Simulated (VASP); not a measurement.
Write the native input for VASP 6.6.1 that does the following.

```
Task                   : single point
Functional             : PBE
Potentials or basis    : VASP PAW PBE potentials, release 64 (C)
Cutoff                 : 520 eV
k mesh                 : 9 × 9 × 6
Occupations            : gaussian, width 0.01 eV
Spin                   : no spin polarisation
Dipole correction      : no
Further INCAR settings : ALGO = Normal; EDIFF = 1e-06; NBANDS = 16
```

The structure of C lies in POSCAR:

```
C
1.0
    2.4861613970      0.0000000000      0.0000000000
   -1.2430806985      2.1530789277      0.0000000000
    0.0000000000      0.0000000000      4.1381967281
C
4
Direct
    0.3333333333      0.6666666667      0.0002342823
    0.6666666667      0.3333333333      0.5002342823
    0.3333333333      0.6666666667      0.3747657177
    0.6666666667      0.3333333333      0.8747657177
```

This cell differs from its parent crystal: volume changed by -3%.

One way to write it, as run:

INCAR

```
PREC = Accurate ; ENCUT = 520
EDIFF = 1E-6 ; ISMEAR = 0
SIGMA = 0.01 ; LREAL = F
LASPH = T ; NELM = 100
ALGO = Normal ; ISIF = 2
LWAVE = F ; LCHARG = F
GGA = PE ; NBANDS = 16
```

KPOINTS

```
regular mesh
0
Gamma
  9 9 6
```

Potentials or basis: VASP PAW PBE potentials, release 64 (C).

Run with:

```sh
$ cat potpaw_PBE.64/C/POTCAR > POTCAR
$ mpirun -np 1 vasp_std > vasp.out
```

It gave:

```json
{"Pressure": "14.8 GPa", "Largest force": "0.040 eV/Å", "Band gap on the k mesh": "3.24 eV, indirect (least direct gap 5.01 eV)"}
```

Wall time 6.9 s on 1 thread of AMD EPYC 9R14 (Zen 4) (shared host), peak memory 0.1 GiB.
